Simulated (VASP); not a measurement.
Here is a VASP 6.6.1 calculation.

File POSCAR:

```
Si
1.0
    0.0000000000      2.6948977067      2.7414422942
    2.6948977067      0.0000000000      2.7414422942
    2.6948977067      2.6948977067      0.0000000000
Si
2
Direct
    0.0000000000      0.0000000000      0.0000000000
    0.2500000000      0.2500000000      0.2500000000
```

INCAR.step1

```
PREC = Accurate ; ENCUT = 520
EDIFF = 1E-5 ; ISMEAR = 0
SIGMA = 0.01 ; LREAL = False
LASPH = True ; NELM = 100
ALGO = Normal ; ISIF = 2
LWAVE = True ; NBANDS = 11
GGA = PE
```

The input INCAR.step2:

```
PREC = Accurate ; ENCUT = 520
EDIFF = 1E-6 ; ISMEAR = 0
SIGMA = 0.01 ; LREAL = False
LASPH = True ; NELM = 100
ALGO = Normal ; ISIF = 2
LWAVE = False ; LCHARG = True
GGA = PE ; LHFCALC = True
HFSCREEN = 0.2079 ; PRECFOCK = Normal
LELF = True ; LVHAR = True
NBANDS = 11 ; ISTART = 1
```

The input KPOINTS:

```
Automatic mesh
0
Gamma
  6 6 6
```

Potentials or basis: VASP PAW PBE potentials, release 64 (Si).

The run is started by

```console
$ cat potpaw_PBE.64/Si/POTCAR > POTCAR
$ cp INCAR.step1 INCAR
$ mpirun -np 1 vasp_std > vasp.out
$ cp INCAR.step2 INCAR
$ mpirun -np 1 vasp_std > vasp.out
```

Task: Predict the pressure.

Result: 0.8 GPa.

Task: What does it give for the band gap on the k mesh?

Result: 1.19 eV (least direct gap 3.27 eV).

Stress tensor (GPa, compression positive):
```
 1.39  0.00  0.00
 0.00  1.39  0.00
 0.00  0.00 -0.50
```

Caveat: the cell differs from its parent crystal (epitaxial xy strain -1.0%); the PAW data sets were made with another functional, which shifts forces and pressure a little. A k mesh can miss the band edges.
